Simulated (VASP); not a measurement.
CuI:

```
I Cu
1.0
     0.00000    3.01115    3.01115
     3.01115    0.00000    3.01115
     3.01115    3.01115    0.00000
I Cu
1 1
Direct
  0.00000 0.00000 0.00000
  0.75000 0.75000 0.75000
```

Program: VASP 6.6.1. Alike in all runs: task single point; potentials or basis VASP PAW PBE potentials, release 64 (I, Cu); no spin polarisation; cell as given; cutoff (eV) 520; smearing fermi-dirac 0.05 eV.

Problem. Order these runs on this cell by their band gap on the k mesh, lowest first.
A. level SVWN5; k mesh 8 × 8 × 8
B. level RPBE; k mesh 8 × 8 × 8
C. level HF; k mesh 4 × 4 × 4; grid for exact exchange (PRECFOCK) Normal; share of exact exchange 1

Solution. A (1.01 eV), B (1.33 eV), C (9.89 eV).

Caveats: some runs use coarse meshes; spin-orbit coupling is left out, which moves the levels of the heavy elements; the cell stands under tension (at least some runs).

A k mesh can miss the band edges.
